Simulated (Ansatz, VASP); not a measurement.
## Two plane-wave programs on BN

```
B N
1.0
     2.55455    0.00000    0.00000
    -1.27727    2.21230    0.00000
     0.00000    0.00000    4.22444
B N
2 2
Direct
  0.66667 0.33333 0.00018
  0.33333 0.66667 0.50018
  0.66667 0.33333 0.37482
  0.33333 0.66667 0.87482
```

Alike in both runs: functional PBE; k mesh 12 × 12 × 4; no spin polarisation.

Ansatz relaxed the structure, and its values are those at the end. VASP's run is a single point on that final structure, the one shown.

```csv
,VASP,Ansatz
version,VASP 6.6.1,Ansatz 0.2.0
potentials or method,"VASP PAW PBE potentials, release 64 (B, N)","plane waves, PAW"
plane-wave cutoff (eV),520,420
occupations,"gaussian, width 0.01 eV",fixed
valence electrons in the cell,16,16
```

|  | VASP | Ansatz | Ansatz less VASP |
| --- | --- | --- | --- |
| pressure (GPa) | 0.2 | 0.0 | -0.24 |
